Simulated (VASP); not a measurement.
Write the native input for VASP 6.6.1 that does the following.

```yaml
Task: single point
Functional: r2SCAN
Potentials_or_basis: VASP PAW PBE potentials, release 64 (P)
Cutoff: 520 eV
k_mesh: 9 × 9 × 1
Occupations: gaussian, width 0.02 eV
Spin: no spin polarisation
Dipole_correction: yes
Further_INCAR_settings: ALGO = Normal; EDIFF = 1e-07; NBANDS = 12
```

System: P, a slab with vacuum.

```xyz
2
Lattice="3.0910 0.0000 0.0000 -1.5455 2.6769 0.0000 0.0000 0.0000 28.0000" Properties=species:S:1:pos:R:3 pbc="T T T"
P     0.0000    1.7846   14.2620
P     1.5455    0.8923   13.7380
```

The input as run:

POSCAR

```
P
1.0
    3.0910000000      0.0000000000      0.0000000000
   -1.5455000000      2.6768845231      0.0000000000
    0.0000000000      0.0000000000     28.0000000000
P
2
Direct
    0.3333333333      0.6666666667      0.5093571429
    0.6666666667      0.3333333333      0.4906428571
```

INCAR.step1

```
PREC = Accurate
ENCUT = 520
ISMEAR = 0
SIGMA = 0.02
LREAL = F
LASPH = T
NELM = 100
LDIPOL = T
IDIPOL = 3
DIPOL = 0.5 0.5 0.500
NBANDS = 12
GGA = PE
ALGO = Normal
EDIFF = 1E-4
LWAVE = T
LCHARG = F
```

INCAR.step2

```
PREC = Accurate
ENCUT = 520
EDIFF = 1E-7
ISMEAR = 0
SIGMA = 0.02
LREAL = F
LASPH = T
NELM = 100
ALGO = Normal
ISIF = 2
LWAVE = F
LCHARG = F
LDIPOL = T
IDIPOL = 3
DIPOL = 0.5 0.5 0.500
METAGGA = R2SCAN
LMIXTAU = T
NBANDS = 12
ISTART = 1
```

KPOINTS

```
Automatic mesh
0
Gamma
  9 9 1
```

Potentials or basis: VASP PAW PBE potentials, release 64 (P).

Run with:

```sh
$ cat potpaw_PBE.64/P/POTCAR > POTCAR
$ cp INCAR.step1 INCAR
$ mpirun -np 1 vasp_std > vasp.out
$ cp INCAR.step2 INCAR
$ mpirun -np 1 vasp_std > vasp.out
```

It gave:

The largest force is 6.710 eV/Å. The band gap on the k mesh is zero (bands 5 and 6 overlap by 1.65 eV).

Caveat: the PAW data sets were made with another functional, which shifts forces and pressure a little.

Wall time 100 s on 1 thread of Intel(R) Xeon(R) 6975P-C (Granite Rapids), on a shared host, peak memory 0.37 GiB.
